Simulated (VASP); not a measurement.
# Ge (I4_1/amd) in VASP: single point with PBE

Aim: the single point of Ge with PBE.

All numbers are computed with VASP 6.6.1; they aren't measurements. Logs are shortened: lines on timing, memory, paths and dates and some standing lists are left out, and cuts for length are marked.

### 1 The cell of the first run

The structure is tetragonal, space group I4_1/amd (No. 141). Conventional cell: a = 4.000 Å, b = 4.000 Å, c = 5.431 Å, α = 90.00°, β = 90.00°, γ = 90.00°. Ge (site symmetry -4m2) has 4 Ge at 2.42 Å within 3.2 Å.

### 2 Single point, PBE (strain -0.0400 x Voigt [0, 1, 0, 0, 0, 0])

The input, INCAR:

```
SYSTEM = Ge
PREC = Accurate
ENCUT = 500
EDIFF = 1E-6
ISMEAR = 0
SIGMA = 0.15
LREAL = .FALSE.
LASPH = .TRUE.
NELM = 120
ALGO = Normal
ISIF = 2
LWAVE = .FALSE.
LCHARG = .FALSE.
GGA = PE
NBANDS = 21
GGA_COMPAT = .FALSE.
```

The input, KPOINTS:

```
regular mesh
0
G
  14 14 14
  0 0 0
```

The input, POSCAR:

```
Ge
1.0
    0.0000000000      2.7156192000      2.8287700000
    2.8287700000      0.0000000000      2.8287700000
    2.8287700000      2.7156192000      0.0000000000
Ge
2
Direct
    0.5000000000      0.5000000000      0.5000000000
    0.7500000000      0.7500000000      0.7500000000
```

Potentials or basis: VASP PAW PBE potentials, release 64 (Ge_d).

On the command line:

```sh
> cat potpaw_PBE.64/Ge_d/POTCAR > POTCAR
> mpirun -np 1 vasp_std > vasp.out
```

OUTCAR:

```text
SYSTEM = Ge
   PREC = Accurate
   ENCUT = 500
   EDIFF = 1E-6
   ISMEAR = 0
   LREAL = .FALSE.
   LASPH = .TRUE.
   NELM = 120
   ISIF = 2
   GGA = PE

 ion  position               nearest neighbor table
   1  0.500  0.500  0.500-   2 2.42   2 2.42   2 2.42   2 2.42
   2  0.750  0.750  0.750-   1 2.42   1 2.42   1 2.42   1 2.42

  LATTYP: Found a body centered tetragonal cell.
 ALAT       =     4.0004848988
 C/A-ratio  =     1.3576450199

  Lattice vectors:

 A1 = (   0.0000000000,  -2.7156192000,   2.8287700000)
 A2 = (   0.0000000000,  -2.7156192000,  -2.8287700000)
 A3 = (   2.8287700000,   2.7156192000,   0.0000000000)

Analysis of symmetry for initial positions (statically):
=====================================================================
 Subroutine PRICEL returns:
 Original cell was already a primitive cell.

 Routine SETGRP: Setting up the symmetry group for a
 body centered tetragonal supercell.

 Subroutine GETGRP returns: Found 16 space group operations
 (whereof  8 operations were pure point group operations)
 out of a pool of 16 trial point group operations.

The static configuration has the point symmetry D_2d.
 The point group associated with its full space group is D_4h.

Analysis of symmetry for dynamics (positions and initial velocities):
=====================================================================
 Subroutine PRICEL returns:
 Original cell was already a primitive cell.

 Routine SETGRP: Setting up the symmetry group for a
 body centered tetragonal supercell.

 Subroutine GETGRP returns: Found 16 space group operations
 (whereof  8 operations were pure point group operations)
 out of a pool of 16 trial point group operations.

The dynamic configuration has the point symmetry D_2d.
 The point group associated with its full space group is D_4h.

 Subroutine INISYM returns: Found 16 space group operations
 (whereof  8 operations are pure point group operations),
 and found     1 'primitive' translations

----------------------------------------------------------------------------------------

                                     Primitive cell

  volume of cell :      43.4604

  direct lattice vectors                    reciprocal lattice vectors
     0.000000000  2.715619200  2.828770000    -0.176755268  0.184120071  0.176755268
     2.828770000  0.000000000  2.828770000     0.176755268 -0.184120071  0.176755268
     2.828770000  2.715619200  0.000000000     0.176755268  0.184120071 -0.176755268

  length of vectors
[... 76 lines left out ...]
   ISPIN  =      1    spin polarized calculation?
   LNONCOLLINEAR =      F non collinear calculations
   LSORBIT =      F    spin-orbit coupling
   LASPH  =      T    aspherical Exc in radial PAW
   ENCUT  =  500.0 eV  36.75 Ry    6.06 a.u.   7.15  7.29  7.15*2*pi/ulx,y,z
   NELM   =    120;   NELMIN=  2; NELMDL= -5     # of ELM steps
   EDIFF  = 0.1E-05   stopping-criterion for ELM
   LREAL  =      F    real-space projection
   EDIFFG = 0.1E-04   stopping-criterion for IOM
   NSW    =      0    number of steps for IOM
   IBRION =     -1    ionic relax: 0-MD 1-quasi-New 2-CG
   NFREE  =      0    steps in history (QN), initial steepest desc. (CG)
   ISIF   =      2    stress and relaxation
   ISYM   =      2    0-nonsym 1-usesym 2-fastsym
   POTIM  = 0.5000    time-step for ionic-motion
   TEBEG  =    0.0;   TEEND  =   0.0 temperature during run
   PSTRESS=    0.0 pullay stress
   NELECT =      28.0000    total number of electrons
   NUPDOWN=      -1.0000    fix difference up-down
   EMIN   =  10.00;   EMAX   =-10.00  energy-range for DOS
   EFERMI =   0.00;   METHOD = LEGACY
   ISMEAR =     0;   SIGMA  =   0.15  broadening in eV -4-tet -1-fermi 0-gaus
   EFERMI_NEDOS =   21; number of points for ismear=-14 and -15
   IALGO  =     38    algorithm
   IMIX   =      4    mixing-type and parameters
     AMIX     =   0.40;   BMIX     =  1.00
     AMIX_MAG =   1.60;   BMIX_MAG =  1.00
  volume/ion in A,a.u.               =      21.73       146.64
  Fermi-wavevector in a.u.,A,eV,Ry     =   1.413935  2.671950 27.200935  1.999212
  Thomas-Fermi vector in A             =   2.535529
   LORBIT       =      0    0 simple, 1 ext, 2 COOP (PROOUT), +10 PAW based schemes
   GGA     = PE    functional components
   LHFCALC =     F    Hartree Fock is set to
   AEXX    =    0.0000 exact exchange contribution
   IVDW    =     0    specifies the selected vdW correction
   LEPSILON=     F    determine dielectric tensor
   LRPA    =     F    only Hartree local field effects (RPA)
 non-spin polarized calculation
 Gauss-broadening in eV      SIGMA  =   0.15
  energy-cutoff  :      500.00
  volume of cell :       43.46
 maximum number of plane-waves:      1118
 NGX is ok and might be reduce to    30
   NGX = 15   NGY = 15   NGZ = 15

 number of electron      28.0000005 magnetization

 Free energy of the ion-electron system (eV)
  ---------------------------------------------------
  ext. energy  EPLUGINS =         0.00000000
  ---------------------------------------------------
  free energy    TOTEN  =        -8.93919581 eV

  energy without entropy =       -8.93886774  energy(sigma->0) =       -8.93903178

 E-fermi :   5.5505     XC(G=0): -10.1234

 val. band max:        5.3804803237   @ k =   0.0714   0.0000   0.0000
 cond. band min:       5.6085467127   @ k =   0.0000   0.0000   0.0000
 fundamental gap:      0.2280663890
 Fermi energy:         5.5505326019

 k-point     1 :       0.0000    0.0000    0.0000
  band No.  band energies     occupation
      1     -19.4856      2.00000
      2     -19.4737      2.00000
      3     -19.4737      2.00000
      4     -19.4409      2.00000
      5     -19.4356      2.00000
      6     -19.2119      2.00000
[... 565 lines left out ...]
     20      14.8266      0.00000
     21      15.4058      0.00000

 [... further k-points ...]
[... 5 lines left out ...]
  --------------------------------------------------------------------------------------
  -------------------------------------------------------------------------------------
  Total        1.6311509      2.3672167      1.6311509      0.0000000     -0.0000000      0.0000000
  in kB       60.1326825     87.2678865     60.1326825      0.0000000     -0.0000000      0.0000000
  external PRESSURE =      69.1777505 kB  Pullay stress =       0.0000000 kB

 VOLUME and BASIS-vectors are now :
 -----------------------------------------------------------------------------
  energy-cutoff  :      500.00
  volume of cell :       43.46
      direct lattice vectors                 reciprocal lattice vectors
     0.000000000  2.715619200  2.828770000    -0.176755268  0.184120071  0.176755268
     2.828770000  0.000000000  2.828770000     0.176755268 -0.184120071  0.176755268
     2.828770000  2.715619200  0.000000000     0.176755268  0.184120071 -0.176755268

 POSITION                                       TOTAL-FORCE (eV/Angst)
 -----------------------------------------------------------------------------------
      2.82877      2.71562      2.82877         0.000000     -0.000000      0.000000
      4.24315      4.07343      4.24315        -0.000000      0.000000     -0.000000
 -----------------------------------------------------------------------------------
    total drift:                                0.000000     -0.000000     -0.000000

  FREE ENERGIE OF THE ION-ELECTRON SYSTEM (eV)
  ---------------------------------------------------
  free  energy   TOTEN  =        -8.9391958123 eV

  energy  without entropy=       -8.9388677421  energy(sigma->0) =       -8.93903178
```

OSZICAR:

```text
N       E                     dE             d eps       ncg     rms          rms(c)
DAV:   1     0.189610301943E+03    0.18961E+03   -0.14278E+04 11476   0.361E+03
DAV:   2     0.180937205358E+02   -0.17152E+03   -0.16583E+03 10288   0.608E+02
DAV:   3    -0.816411676008E+01   -0.26258E+02   -0.26083E+02 11748   0.141E+02
DAV:   4    -0.902605611061E+01   -0.86194E+00   -0.86149E+00 11578   0.302E+01
DAV:   5    -0.903976379402E+01   -0.13708E-01   -0.13707E-01 11718   0.417E+00    0.338E+00
DAV:   6    -0.897218266743E+01    0.67581E-01   -0.23763E-02 11666   0.140E+00    0.200E+00
DAV:   7    -0.893732273195E+01    0.34860E-01   -0.53518E-02 11983   0.197E+00    0.148E-01
DAV:   8    -0.893900100728E+01   -0.16783E-02   -0.57712E-03 11558   0.859E-01    0.440E-02
DAV:   9    -0.893918695723E+01   -0.18595E-03   -0.23588E-04 11576   0.158E-01    0.142E-02
DAV:  10    -0.893919402845E+01   -0.70712E-05   -0.20683E-05 12554   0.580E-02    0.635E-03
DAV:  11    -0.893919561918E+01   -0.15907E-05   -0.41722E-06  9321   0.242E-02    0.212E-03
DAV:  12    -0.893919581229E+01   -0.19311E-06   -0.27210E-07  8096   0.485E-03
   1 F= -.89391958E+01 E0= -.89390318E+01  d E =-.328070E-03
```

It took 2.9 min on 1 thread of Intel Xeon Platinum 8259CL at 2.50GHz (Skylake/Cascade Lake), shared host; peak memory 0.28 GiB.

Results:

```yaml
Free_energy: -8.9392 eV
Pressure: 6.9 GPa
```

Stress tensor (GPa, compression positive):
```
6.01 0.00 0.00
0.00 8.73 0.00
0.00 0.00 6.01
```

Caveat: the cell differs from its parent crystal (strain -0.0400 x Voigt [0, 1, 0, 0, 0, 0]).
